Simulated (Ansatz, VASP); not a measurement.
Cr: VASP beside Ansatz

```
Cr
1.0
     2.90415    0.00000    0.00000
     0.00000    2.90415    0.00000
     0.00000    0.00000    2.90415
Cr
2
Direct
  0.00000 0.00000 0.00000
  0.50000 0.50000 0.50000
```

Alike in both runs: task single point; functional PBE; k mesh 16 × 16 × 16; occupations gaussian, width 0.05 eV; collinear spin.

|  | VASP | Ansatz |
| --- | --- | --- |
| version | VASP 6.6.1 | Ansatz 0.2.0 |
| potentials or method | VASP PAW PBE potentials, release 64 (Cr_pv), cutoff 520 eV | scalar-relativistic, plane waves, PAW |
| valence electrons in the cell | 24 | 28 |

```tsv
	VASP	Ansatz	Ansatz less VASP
gap on the k mesh at the Fermi level (eV)	none	none	-
pressure (GPa)	-6.2	-6.3	-0.09
net moment per atom (μB)	0.00	0.00	0.000
size of the moment on the site where the two differ most (μB)	1.39	1.28	-0.111
```

Site moments also hang on the region over which each program counts them. A gap of «none» marks a metal or a gap that the smearing closes. VASP's potentials hold 24 valence electrons a cell and Ansatz's 28, so a difference there can come from the potentials and not from the codes.
